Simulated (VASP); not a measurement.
# ZnS (F-43m) in VASP: a series of runs

ZnS is run at these levels: RPBE+D4, revPBE+D4, PBE; tasks: single point.

Everything below comes from runs of VASP 6.6.1. Logs are shortened: lines on timing, memory, paths and dates and some standing lists are left out, and cuts for length are marked.

**What was measured.**

“Electronic, vibrational, and thermodynamic properties of ZnS (zincblende and rocksalt structure)”, 2009, arxiv:0911.5022 quotes, for a bulk crystal of ZnS at 19 K: band gap 3.85 eV (direct).

How close the calculation comes is told below.

## (1) The cell of the first run

The structure is cubic, space group F-43m (No. 216). Conventional cell: a = 5.361 Å, b = 5.361 Å, c = 5.361 Å, α = 90.00°, β = 90.00°, γ = 90.00°. Zn (site symmetry -43m) has 4 S at 2.32 Å within 3.1 Å. S (site symmetry -43m) has 4 Zn at 2.32 Å within 3.1 Å.

## (2) Single point, RPBE+D4

The input, INCAR:

```
SYSTEM = ZnS
  PREC = Accurate
  ENCUT = 520
  EDIFF = 1E-7
  ISMEAR = -1
  SIGMA = 0.05
  LREAL = .False.
  LASPH = .True.
  NELM = 100
  ALGO = Normal
  ISIF = 2
  LWAVE = .False.
  LCHARG = .False.
  GGA = RP
  IVDW = 13
  NBANDS = 16
```

The input, KPOINTS:

```
Automatic mesh
0
Gamma
  9 9 9
  0 0 0
```

The input, POSCAR:

```
ZnS
1.0
    0.0000000000      2.6804706152      2.6804706152
    2.6804706152      0.0000000000      2.6804706152
    2.6804706152      2.6804706152      0.0000000000
Zn S
1 1
Direct
    0.7500000000      0.7500000000      0.7500000000
    0.0000000000      0.0000000000      0.0000000000
```

Potentials or basis: VASP PAW PBE potentials, release 64 (Zn, S).

Command:

```console
$ cat potpaw_PBE.64/Zn/POTCAR potpaw_PBE.64/S/POTCAR > POTCAR
$ mpirun -np 1 vasp_std > vasp.out
```

OUTCAR:

```text
SYSTEM = ZnS
   PREC = Accurate
   ENCUT = 520
   EDIFF = 1E-7
   ISMEAR = -1
   LREAL = .False.
   LASPH = .True.
   NELM = 100
   ISIF = 2
   GGA = RP
   IVDW = 13

 ion  position               nearest neighbor table
   1  0.750  0.750  0.750-   2 2.32   2 2.32   2 2.32   2 2.32
   2  0.000  0.000  0.000-   1 2.32   1 2.32   1 2.32   1 2.32

  LATTYP: Found a face centered cubic cell.
 ALAT       =     5.3609412304

  Lattice vectors:

 A1 = (   0.0000000000,   2.6804706152,   2.6804706152)
 A2 = (   2.6804706152,   0.0000000000,   2.6804706152)
 A3 = (   2.6804706152,   2.6804706152,   0.0000000000)

Analysis of symmetry for initial positions (statically):
=====================================================================
 Subroutine PRICEL returns:
 Original cell was already a primitive cell.

 Routine SETGRP: Setting up the symmetry group for a
 face centered cubic supercell.

 Subroutine GETGRP returns: Found 24 space group operations
 (whereof 24 operations were pure point group operations)
 out of a pool of 48 trial point group operations.

The static configuration has the point symmetry T_d .

Analysis of symmetry for dynamics (positions and initial velocities):
=====================================================================
 Subroutine PRICEL returns:
 Original cell was already a primitive cell.

 Routine SETGRP: Setting up the symmetry group for a
 face centered cubic supercell.

 Subroutine GETGRP returns: Found 24 space group operations
 (whereof 24 operations were pure point group operations)
 out of a pool of 48 trial point group operations.

The dynamic configuration has the point symmetry T_d .

 Subroutine INISYM returns: Found 24 space group operations
 (whereof 24 operations are pure point group operations),
 and found     1 'primitive' translations

----------------------------------------------------------------------------------------

                                     Primitive cell

  volume of cell :      38.5179

  direct lattice vectors                    reciprocal lattice vectors
     0.000000000  2.680470615  2.680470615    -0.186534408  0.186534408  0.186534408
     2.680470615  0.000000000  2.680470615     0.186534408 -0.186534408  0.186534408
     2.680470615  2.680470615  0.000000000     0.186534408  0.186534408 -0.186534408

  length of vectors
     3.790757898  3.790757898  3.790757898     0.323087072  0.323087072  0.323087072

  position of ions in fractional coordinates (direct lattice)
     0.750000000  0.750000000  0.750000000
     0.000000000  0.000000000  0.000000000

  ion indices of the primitive-cell ions
   primitive index   ion index
                 1           1
                 2           2

----------------------------------------------------------------------------------------

 KPOINTS: Automatic mesh

Automatic generation of k-mesh.
 Grid dimensions read from file:
 generate k-points for:    9    9    9

 Generating k-lattice:

  Cartesian coordinates                     Fractional coordinates (reciprocal lattice)
    -0.020726045  0.020726045  0.020726045     0.111111111  0.000000000  0.000000000
     0.020726045 -0.020726045  0.020726045     0.000000000  0.111111111  0.000000000
     0.020726045  0.020726045 -0.020726045     0.000000000  0.000000000  0.111111111

  Length of vectors
     0.035898564  0.035898564  0.035898564

  Shift w.r.t. Gamma in fractional coordinates (k-lattice)
     0.000000000  0.000000000  0.000000000

 Subroutine IBZKPT returns following result:
 ===========================================

 Found     35 irreducible k-points:

 Following reciprocal coordinates:
            Coordinates               Weight
  0.000000  0.000000  0.000000      1.000000
  0.111111  0.000000  0.000000      8.000000
  0.222222  0.000000  0.000000      8.000000
  0.333333  0.000000  0.000000      8.000000
  0.444444  0.000000  0.000000      8.000000
  0.111111  0.111111  0.000000      6.000000
[... 16 lines left out ...]
 -0.333333  0.333333  0.000000     12.000000
  0.444444  0.444444  0.000000      6.000000
 [... further k-points ...]
   k-points           NKPTS =     35   k-points in BZ     NKDIM =     35   number of bands    NBANDS=     16
   number of dos      NEDOS =    301   number of ions     NIONS =      2
   total plane-waves  NPLWV =  21952
   dimension x,y,z NGX =    28 NGY =   28 NGZ =   28
   dimension x,y,z NGXF=    56 NGYF=   56 NGZF=   56
   ions per type =               1   1
   NGX,Y,Z   is equivalent  to a cutoff of  12.28, 12.28, 12.28 a.u.
   NGXF,Y,Z  is equivalent  to a cutoff of  24.56, 24.56, 24.56 a.u.
 SYSTEM =  ZnS
   PREC   = accura    normal or accurate (medium, high low for compatibility)
   ISTART =      0    job   : 0-new  1-cont  2-samecut
   ICHARG =      2    charge: 1-file 2-atom 10-const
   ISPIN  =      1    spin polarized calculation?
   LNONCOLLINEAR =      F non collinear calculations
   LSORBIT =      F    spin-orbit coupling
   LASPH  =      T    aspherical Exc in radial PAW
   ENCUT  =  520.0 eV  38.22 Ry    6.18 a.u.   7.05  7.05  7.05*2*pi/ulx,y,z
   NELM   =    100;   NELMIN=  2; NELMDL= -5     # of ELM steps
   EDIFF  = 0.1E-06   stopping-criterion for ELM
   LREAL  =      F    real-space projection
   EDIFFG = 0.1E-05   stopping-criterion for IOM
   NSW    =      0    number of steps for IOM
   IBRION =     -1    ionic relax: 0-MD 1-quasi-New 2-CG
   NFREE  =      0    steps in history (QN), initial steepest desc. (CG)
   ISIF   =      2    stress and relaxation
   ISYM   =      2    0-nonsym 1-usesym 2-fastsym
   POTIM  = 0.5000    time-step for ionic-motion
   TEBEG  =    0.0;   TEEND  =   0.0 temperature during run
   PSTRESS=    0.0 pullay stress
   NELECT =      18.0000    total number of electrons
   NUPDOWN=      -1.0000    fix difference up-down
   EMIN   =  10.00;   EMAX   =-10.00  energy-range for DOS
   EFERMI =   0.00;   METHOD = LEGACY
   ISMEAR =    -1;   SIGMA  =   0.05  broadening in eV -4-tet -1-fermi 0-gaus
   EFERMI_NEDOS =   21; number of points for ismear=-14 and -15
   IALGO  =     38    algorithm
   IMIX   =      4    mixing-type and parameters
     AMIX     =   0.40;   BMIX     =  1.00
     AMIX_MAG =   1.60;   BMIX_MAG =  1.00
  volume/ion in A,a.u.               =      19.26       129.97
  Fermi-wavevector in a.u.,A,eV,Ry     =   1.270412  2.400731 21.959080  1.613947
  Thomas-Fermi vector in A             =   2.403401
   LORBIT       =      0    0 simple, 1 ext, 2 COOP (PROOUT), +10 PAW based schemes
   GGA     = RP    functional components
   LHFCALC =     F    Hartree Fock is set to
   AEXX    =    0.0000 exact exchange contribution
   IVDW    =    13    specifies the selected vdW correction
   LEPSILON=     F    determine dielectric tensor
   LRPA    =     F    only Hartree local field effects (RPA)
 non-spin polarized calculation
  energy-cutoff  :      520.00
  volume of cell :       38.52
 maximum number of plane-waves:      1049
   NGX = 15   NGY = 15   NGZ = 15

 number of electron      18.0000014 magnetization

 Free energy of the ion-electron system (eV)
  ---------------------------------------------------
  ext. energy  EPLUGINS =         0.00000000
  ---------------------------------------------------
  free energy    TOTEN  =        -6.14281431 eV

  energy without entropy =       -6.14281431  energy(sigma->0) =       -6.14281431

 E-fermi :   3.4531     XC(G=0):  -9.5288

 val. band max:        2.4455162390   @ k =   0.0000   0.0000   0.0000
 cond. band min:       4.8312433069   @ k =   0.0000   0.0000   0.0000
 fundamental gap:      2.3857270679
 Fermi energy:         3.4530748315

 k-point     1 :       0.0000    0.0000    0.0000
  band No.  band energies     occupation
      1     -10.8493      2.00000
      2      -3.9466      2.00000
      3      -3.9466      2.00000
      4      -3.9466      2.00000
      5      -3.4140      2.00000
      6      -3.4140      2.00000
[... 8 lines left out ...]
     15      14.2083      0.00000
     16      14.7117      0.00000

 k-point     2 :       0.1111    0.0000    0.0000
  band No.  band energies     occupation
      1     -10.7535      2.00000
      2      -3.9471      2.00000
      3      -3.9288      2.00000
      4      -3.9288      2.00000
      5      -3.4156      2.00000
      6      -3.4156      2.00000
[... 8 lines left out ...]
     15      13.7217      0.00000
     16      15.3791      0.00000

 k-point     3 :       0.2222    0.0000    0.0000
  band No.  band energies     occupation
      1     -10.4945      2.00000
      2      -3.9206      2.00000
      3      -3.8869      2.00000
      4      -3.8869      2.00000
      5      -3.4143      2.00000
      6      -3.4143      2.00000
[... 8 lines left out ...]
     15      13.3900      0.00000
     16      15.1302      0.00000

 k-point     4 :       0.3333    0.0000    0.0000
  band No.  band energies     occupation
      1     -10.1649      2.00000
      2      -3.8472      2.00000
      3      -3.8472      2.00000
      4      -3.7855      2.00000
      5      -3.4012      2.00000
      6      -3.4012      2.00000
[... 8 lines left out ...]
     15      14.0883      0.00000
     16      14.6109      0.00000

 k-point     5 :       0.4444    0.0000    0.0000
  band No.  band energies     occupation
      1      -9.9238      2.00000
      2      -3.8272      2.00000
      3      -3.8272      2.00000
      4      -3.4212      2.00000
      5      -3.3843      2.00000
      6      -3.3843      2.00000
[... 8 lines left out ...]
     15      15.4990      0.00000
     16      15.4990      0.00000

 k-point     6 :       0.1111    0.1111    0.0000
  band No.  band energies     occupation
      1     -10.7215      2.00000
      2      -3.9644      2.00000
      3      -3.9140      2.00000
      4      -3.9140      2.00000
      5      -3.4282      2.00000
      6      -3.4046      2.00000
[... 8 lines left out ...]
     15      14.3668      0.00000
     16      15.7504      0.00000

 k-point     7 :       0.2222    0.1111    0.0000
  band No.  band energies     occupation
      1     -10.5164      2.00000
      2      -3.9631      2.00000
      3      -3.8721      2.00000
      4      -3.8711      2.00000
      5      -3.4372      2.00000
      6      -3.3959      2.00000
[... 8 lines left out ...]
     15      14.2887      0.00000
     16      16.3402      0.00000

 k-point     8 :       0.3333    0.1111    0.0000
  band No.  band energies     occupation
      1     -10.2074      2.00000
      2      -3.8996      2.00000
      3      -3.8262      2.00000
      4      -3.8056      2.00000
      5      -3.4251      2.00000
      6      -3.3847      2.00000
[... 8 lines left out ...]
     15      14.7316      0.00000
     16      15.6908      0.00000

 k-point     9 :       0.4444    0.1111    0.0000
  band No.  band energies     occupation
      1      -9.9301      2.00000
      2      -3.8375      2.00000
      3      -3.8016      2.00000
      4      -3.5899      2.00000
      5      -3.3764      2.00000
      6      -3.3663      2.00000
[... 8 lines left out ...]
     15      15.7189      0.00000
     16      15.8268      0.00000
[... 172 lines left out ...]
 k-point    19 :      -0.2222    0.2222    0.0000
  band No.  band energies     occupation
      1     -10.0491      2.00000
      2      -3.8235      2.00000
      3      -3.8094      2.00000
      4      -3.7684      2.00000
      5      -3.4349      2.00000
      6      -3.3640      2.00000
[... 8 lines left out ...]
     15      16.2230      0.00000
     16      16.9406      0.00000

 k-point    20 :       0.3333    0.3333    0.0000
  band No.  band energies     occupation
      1      -9.9346      2.00000
      2      -4.0075      2.00000
      3      -3.6960      2.00000
      4      -3.6960      2.00000
      5      -3.4259      2.00000
      6      -3.3534      2.00000
[... 8 lines left out ...]
     15      15.4744      0.00000
     16      19.7767      0.00000

 k-point    21 :       0.4444    0.3333    0.0000
  band No.  band energies     occupation
      1      -9.7310      2.00000
      2      -3.9627      2.00000
      3      -3.6508      2.00000
      4      -3.6363      2.00000
      5      -3.3484      2.00000
      6      -3.3236      2.00000
[... 8 lines left out ...]
     15      16.1093      0.00000
     16      17.9536      0.00000

 k-point    22 :      -0.4444    0.3333    0.0000
  band No.  band energies     occupation
      1      -9.6133      2.00000
      2      -3.8824      2.00000
      3      -3.6487      2.00000
      4      -3.5570      2.00000
      5      -3.3667      2.00000
      6      -3.1154      2.00000
[... 8 lines left out ...]
     15      15.5292      0.00000
     16      17.8571      0.00000

 k-point    23 :      -0.3333    0.3333    0.0000
  band No.  band energies     occupation
      1      -9.6462      2.00000
      2      -3.8362      2.00000
      3      -3.6898      2.00000
      4      -3.4755      2.00000
      5      -3.3977      2.00000
      6      -3.1306      2.00000
[... 8 lines left out ...]
     15      14.2001      0.00000
     16      19.2537      0.00000

 k-point    24 :       0.4444    0.4444    0.0000
  band No.  band energies     occupation
      1      -9.6114      2.00000
      2      -3.9940      2.00000
      3      -3.5969      2.00000
      4      -3.5969      2.00000
      5      -3.3356      2.00000
      6      -3.2505      2.00000
[... 8 lines left out ...]
     15      16.0423      0.00000
     16      17.6188      0.00000

 [... further k-points ...]

------------------------ aborting loop because EDIFF is reached ----------------------------------------

  DFT-D4 for vdW energy calculation

  Edisp (eV):   -1.23141

  FORCE on cell =-STRESS in cart. coord.  units (eV):
  Direction    XX          YY          ZZ          XY          YZ          ZX
  --------------------------------------------------------------------------------------
  -------------------------------------------------------------------------------------
  Total       0.04618     0.04618     0.04618     0.00000     0.00000    -0.00000
  in kB       1.92087     1.92087     1.92087     0.00000     0.00000    -0.00000
  external pressure =        1.92 kB  Pullay stress =        0.00 kB

 VOLUME and BASIS-vectors are now :
 -----------------------------------------------------------------------------
  energy-cutoff  :      520.00
  volume of cell :       38.52
      direct lattice vectors                 reciprocal lattice vectors
     0.000000000  2.680470615  2.680470615    -0.186534408  0.186534408  0.186534408
     2.680470615  0.000000000  2.680470615     0.186534408 -0.186534408  0.186534408
     2.680470615  2.680470615  0.000000000     0.186534408  0.186534408 -0.186534408

 POSITION                                       TOTAL-FORCE (eV/Angst)
 -----------------------------------------------------------------------------------
      4.02071      4.02071      4.02071        -0.000000     -0.000000     -0.000000
      0.00000      0.00000      0.00000         0.000000      0.000000      0.000000
 -----------------------------------------------------------------------------------
    total drift:                                0.000002      0.000002      0.000002

  FREE ENERGIE OF THE ION-ELECTRON SYSTEM (eV)
  ---------------------------------------------------
  free  energy   TOTEN  =        -7.3742248918 eV

  energy  without entropy=       -7.3742248917  energy(sigma->0) =       -7.37422489
```

Run time: 15 s. Hardware: 1 thread of Intel Xeon Platinum 8488C (Sapphire Rapids), shared host; peak memory 0.16 GiB.

What came out:

```
Free energy                : -7.3742 eV
Pressure                   : 0.2 GPa
Band gap on the k mesh     : 2.39 eV, direct
Dispersion energy per atom : -0.616 eV
```

Levels at points of the mesh, in eV from the valence-band top:
```
           k point  band 5  band 6  band 7  band 8  band 9  band 10  band 11  band 12  band 13  band 14
(0.00, 0.00, 0.00)   -5.86   -5.86    0.00    0.00    0.00     2.39     6.43     6.43     6.43    11.76
```

Caveat: the PAW data sets were made with another functional, which shifts forces and pressure a little.

(Continued in part 2 of 3.)
